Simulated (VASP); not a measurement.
Runs of VASP 6.6.1 on SnO2. The structure is that of space group Pbcn (No. 60), or close to it. The cells are those of the table. 

```csv
cell,gap on the mesh (eV),pressure (GPa),largest force (eV/Å)
"a = 4.915, b = 5.975, c = 5.443 Å, 12 atoms",0.26,-11.2,0.18
"a = 4.831, b = 6.032, c = 5.350 Å, 12 atoms",0.51,-7.7,0.11
"a = 4.612, b = 5.279, c = 5.107 Å, 12 atoms",2.82,49.2,0.81
"a = 4.591, b = 5.581, c = 5.084 Å, 12 atoms",2.48,32.8,(a)
"a = 4.520, b = 5.495, c = 5.006 Å, 12 atoms",(b),49.6,0.73
```

Alike in all rows: task single point; level PBE; potentials or basis VASP PAW PBE potentials, release 64 (Sn_d, O); no spin polarisation; k mesh 6 × 6 × 6; cutoff (eV) 520; smearing gaussian 0.05 eV.

Question: Fill in the values left out.

Answer: (a) 0.50; (b) 3.07.

Caveats: spin-orbit coupling is left out, which moves the levels of the heavy elements.

A k mesh can miss the band edges, and the runs leave out spin-orbit coupling on Sn.
